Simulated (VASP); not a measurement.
# C (Fd-3m) in VASP: further runs, part 2 of 3

VASP 6.6.1.

## (3) Relaxation of cell and atoms, revPBE+D4

This run uses another cell than the first one, of 5.67 Å³/atom, 0.998 times its volume.

File INCAR:

```
  ALGO = Normal
  EDIFF = 1E-6
  EDIFFG = -0.005
  ENCUT = 600
  GGA = RE
  IBRION = 2
  ISIF = 3
  ISMEAR = -1
  IVDW = 13
  LASPH = T
  LCHARG = F
  LREAL = F
  LWAVE = F
  NELM = 100
  NSW = 80
  PREC = Accurate
  SIGMA = 0.05
```

File KPOINTS:

```
k-points
0
Gamma
  13 13 13
```

File POSCAR:

```
C
1.0
    0.0000000000      1.7833700000      1.7833700000
    1.7833700000      0.0000000000      1.7833700000
    1.7833700000      1.7833700000      0.0000000000
C
2
Direct
    0.7500000000      0.7500000000      0.7500000000
    0.5000000000      0.5000000000      0.5000000000
```

Potentials or basis: VASP PAW PBE potentials, release 64 (C).

Launch:

```console
cat potpaw_PBE.64/C/POTCAR > POTCAR
mpirun -np 1 vasp_std > vasp.out
```

OUTCAR:

```text
EDIFF = 1E-6
   EDIFFG = -0.005
   ENCUT = 600
   GGA = RE
   IBRION = 2
   ISIF = 3
   ISMEAR = -1
   IVDW = 13
   LASPH = T
   LREAL = F
   NELM = 100
   NSW = 80
   PREC = Accurate

 ion  position               nearest neighbor table
   1  0.750  0.750  0.750-   2 1.54   2 1.54   2 1.54   2 1.54
   2  0.500  0.500  0.500-   1 1.54   1 1.54   1 1.54   1 1.54

  LATTYP: Found a face centered cubic cell.
 ALAT       =     3.5667400000

  Lattice vectors:

 A1 = (   0.0000000000,   1.7833700000,   1.7833700000)
 A2 = (   1.7833700000,   0.0000000000,   1.7833700000)
 A3 = (   1.7833700000,   1.7833700000,   0.0000000000)

Analysis of symmetry for initial positions (statically):
=====================================================================
 Subroutine PRICEL returns:
 Original cell was already a primitive cell.

 Routine SETGRP: Setting up the symmetry group for a
 face centered cubic supercell.

 Subroutine GETGRP returns: Found 48 space group operations
 (whereof 24 operations were pure point group operations)
 out of a pool of 48 trial point group operations.

The static configuration has the point symmetry T_d .
 The point group associated with its full space group is O_h .

Analysis of symmetry for dynamics (positions and initial velocities):
=====================================================================
 Subroutine PRICEL returns:
 Original cell was already a primitive cell.

 Routine SETGRP: Setting up the symmetry group for a
 face centered cubic supercell.

 Subroutine GETGRP returns: Found 48 space group operations
 (whereof 24 operations were pure point group operations)
 out of a pool of 48 trial point group operations.

The dynamic configuration has the point symmetry T_d .
 The point group associated with its full space group is O_h .

 Subroutine INISYM returns: Found 48 space group operations
 (whereof 24 operations are pure point group operations),
 and found     1 'primitive' translations

----------------------------------------------------------------------------------------

                                     Primitive cell

  volume of cell :      11.3437

  direct lattice vectors                    reciprocal lattice vectors
     0.000000000  1.783370000  1.783370000    -0.280368067  0.280368067  0.280368067
     1.783370000  0.000000000  1.783370000     0.280368067 -0.280368067  0.280368067
     1.783370000  1.783370000  0.000000000     0.280368067  0.280368067 -0.280368067

  length of vectors
     2.522066041  2.522066041  2.522066041     0.485611737  0.485611737  0.485611737

  position of ions in fractional coordinates (direct lattice)
     0.750000000  0.750000000  0.750000000
     0.500000000  0.500000000  0.500000000

  ion indices of the primitive-cell ions
   primitive index   ion index
                 1           1
                 2           2

----------------------------------------------------------------------------------------

 KPOINTS: k-points

Automatic generation of k-mesh.
 Grid dimensions read from file:
 generate k-points for:   13   13   13

 Generating k-lattice:

  Cartesian coordinates                     Fractional coordinates (reciprocal lattice)
    -0.021566774  0.021566774  0.021566774     0.076923077  0.000000000  0.000000000
     0.021566774 -0.021566774  0.021566774     0.000000000  0.076923077  0.000000000
     0.021566774  0.021566774 -0.021566774     0.000000000  0.000000000  0.076923077

  Length of vectors
     0.037354749  0.037354749  0.037354749

  Shift w.r.t. Gamma in fractional coordinates (k-lattice)
     0.000000000  0.000000000  0.000000000

 Subroutine IBZKPT returns following result:
 ===========================================

 Found     84 irreducible k-points:

 Following reciprocal coordinates:
            Coordinates               Weight
  0.000000  0.000000  0.000000      1.000000
  0.076923  0.000000  0.000000      8.000000
  0.153846  0.000000  0.000000      8.000000
  0.230769  0.000000  0.000000      8.000000
  0.307692  0.000000  0.000000      8.000000
  0.384615  0.000000  0.000000      8.000000
[... 16 lines left out ...]
  0.384615  0.153846  0.000000     24.000000
  0.461538  0.153846  0.000000     24.000000
 [... further k-points ...]
   k-points           NKPTS =     84   k-points in BZ     NKDIM =     84   number of bands    NBANDS=      8
   number of dos      NEDOS =    301   number of ions     NIONS =      2
   total plane-waves  NPLWV =   8000
   dimension x,y,z NGX =    20 NGY =   20 NGZ =   20
   dimension x,y,z NGXF=    40 NGYF=   40 NGZF=   40
   ions per type =               2
   NGX,Y,Z   is equivalent  to a cutoff of  13.18, 13.18, 13.18 a.u.
   NGXF,Y,Z  is equivalent  to a cutoff of  26.37, 26.37, 26.37 a.u.
 SYSTEM =  unknown system
   PREC   = accura    normal or accurate (medium, high low for compatibility)
   ISTART =      0    job   : 0-new  1-cont  2-samecut
   ICHARG =      2    charge: 1-file 2-atom 10-const
   ISPIN  =      1    spin polarized calculation?
   LNONCOLLINEAR =      F non collinear calculations
   LSORBIT =      F    spin-orbit coupling
   LASPH  =      T    aspherical Exc in radial PAW
   ENCUT  =  600.0 eV  44.10 Ry    6.64 a.u.   5.04  5.04  5.04*2*pi/ulx,y,z
   NELM   =    100;   NELMIN=  2; NELMDL= -5     # of ELM steps
   EDIFF  = 0.1E-05   stopping-criterion for ELM
   LREAL  =      F    real-space projection
   EDIFFG = -.5E-02   stopping-criterion for IOM
   NSW    =     80    number of steps for IOM
   IBRION =      2    ionic relax: 0-MD 1-quasi-New 2-CG
   NFREE  =      1    steps in history (QN), initial steepest desc. (CG)
   ISIF   =      3    stress and relaxation
   ISYM   =      2    0-nonsym 1-usesym 2-fastsym
   POTIM  = 0.5000    time-step for ionic-motion
   TEBEG  =    0.0;   TEEND  =   0.0 temperature during run
   PSTRESS=    0.0 pullay stress
   NELECT =       8.0000    total number of electrons
   NUPDOWN=      -1.0000    fix difference up-down
   EMIN   =  10.00;   EMAX   =-10.00  energy-range for DOS
   EFERMI =   0.00;   METHOD = LEGACY
   ISMEAR =    -1;   SIGMA  =   0.05  broadening in eV -4-tet -1-fermi 0-gaus
   EFERMI_NEDOS =   21; number of points for ismear=-14 and -15
   IALGO  =     38    algorithm
   IMIX   =      4    mixing-type and parameters
     AMIX     =   0.40;   BMIX     =  1.00
     AMIX_MAG =   1.60;   BMIX_MAG =  1.00
  volume/ion in A,a.u.               =       5.67        38.28
  Fermi-wavevector in a.u.,A,eV,Ry     =   1.457203  2.753714 28.891161  2.123440
  Thomas-Fermi vector in A             =   2.574032
   LORBIT       =      0    0 simple, 1 ext, 2 COOP (PROOUT), +10 PAW based schemes
   GGA     = RE    functional components
   LHFCALC =     F    Hartree Fock is set to
   AEXX    =    0.0000 exact exchange contribution
   IVDW    =    13    specifies the selected vdW correction
   LEPSILON=     F    determine dielectric tensor
   LRPA    =     F    only Hartree local field effects (RPA)
 conjugate gradient relaxation of ions
 non-spin polarized calculation
  energy-cutoff  :      600.00
  volume of cell :       11.34
 maximum number of plane-waves:       388
   NGX =  9   NGY =  9   NGZ =  9

--------------------------------------- Ionic step        1  -------------------------------------------

 number of electron       7.9999999 magnetization

 Free energy of the ion-electron system (eV)
  ---------------------------------------------------
  ext. energy  EPLUGINS =         0.00000000
  ---------------------------------------------------
  free energy    TOTEN  =       -17.38169472 eV

  energy without entropy =      -17.38169472  energy(sigma->0) =      -17.38169472

------------------------ aborting loop because EDIFF is reached ----------------------------------------

  DFT-D4 for vdW energy calculation

  Edisp (eV):   -0.99921
[... 71 lines left out ...]
--------------------------------------- Ionic step        3  -------------------------------------------

 number of electron       7.9999999 magnetization

 Free energy of the ion-electron system (eV)
  ---------------------------------------------------
  ext. energy  EPLUGINS =         0.00000000
  ---------------------------------------------------
  free energy    TOTEN  =       -17.37139296 eV

  energy without entropy =      -17.37139296  energy(sigma->0) =      -17.37139296

 E-fermi :  10.9166     XC(G=0): -13.2687

 val. band max:       10.0418200474   @ k =   0.0000   0.0000   0.0000
 cond. band min:      14.2072527330   @ k =   0.3846   0.3846   0.0000
 fundamental gap:      4.1654326855
 Fermi energy:        10.9165982508

 k-point     1 :       0.0000    0.0000    0.0000
  band No.  band energies     occupation
      1     -11.7019      2.00000
      2      10.0418      2.00000
      3      10.0418      2.00000
      4      10.0418      2.00000
      5      15.6754      0.00000
      6      15.6754      0.00000
      7      15.6754      0.00000
      8      23.6763      0.00000
[... 243 lines left out ...]
 k-point    24 :       0.4615    0.1538    0.0000
  band No.  band energies     occupation
      1      -6.6303      2.00000
      2      -1.3552      2.00000
      3       5.5421      2.00000
      4       6.0714      2.00000
      5      17.1838      0.00000
      6      20.7477      0.00000
      7      21.1138      0.00000
      8      24.1451      0.00000

 [... further k-points ...]

------------------------ aborting loop because EDIFF is reached ----------------------------------------

  DFT-D4 for vdW energy calculation

  Edisp (eV):   -1.01308
[... 25 lines left out ...]
  FREE ENERGIE OF THE ION-ELECTRON SYSTEM (eV)
  ---------------------------------------------------
  free  energy   TOTEN  =       -18.3844779577 eV

  energy  without entropy=      -18.3844779576  energy(sigma->0) =      -18.38447796

 reached required accuracy - stopping structural energy minimisation
```

Run time: 40 s. Hardware: 1 thread of AMD EPYC 7R13, shared host; peak memory 0.09 GiB.

What came out:

```yaml
Free_energy: -18.3845 eV
Relaxed_volume: 5.59 Å³/atom
Relaxed_cell: a = 2.509 Å, b = 2.509 Å, c = 2.509 Å, α = 60.00°, β = 60.00°, γ = 60.00°
Space_group_after_relaxing_to_0.05_Å: Fd-3m (No. 227)
Energy_gained_by_relaxing: 1.8 meV/atom
Ionic_steps: 3
Pressure_after_relaxing: 0.0 GPa
Band_gap_on_the_k_mesh: 4.17 eV, indirect (least direct gap 5.63 eV)
Dispersion_energy_per_atom: -0.507 eV
```

Step by step:
```csv
step,energy change (eV),largest force (eV/Å),pressure (GPa),volume (Å³)
1,0.0000,0.0000,-6.60,11.34
2,0.0020,0.0000,8.74,10.96
3,-0.0036,0.0000,-0.01,11.17
```

Final structure:
```xyz
2
Lattice="0.0000 1.7744 1.7744 1.7744 0.0000 1.7744 1.7744 1.7744 0.0000" Properties=species:S:1:pos:R:3 pbc="T T T"
C     2.6616    2.6616    2.6616
C     1.7744    1.7744    1.7744
```

Caveat: the PAW data sets were made with another functional, which shifts forces and pressure a little.

(Part 2 of 3 ends here.)
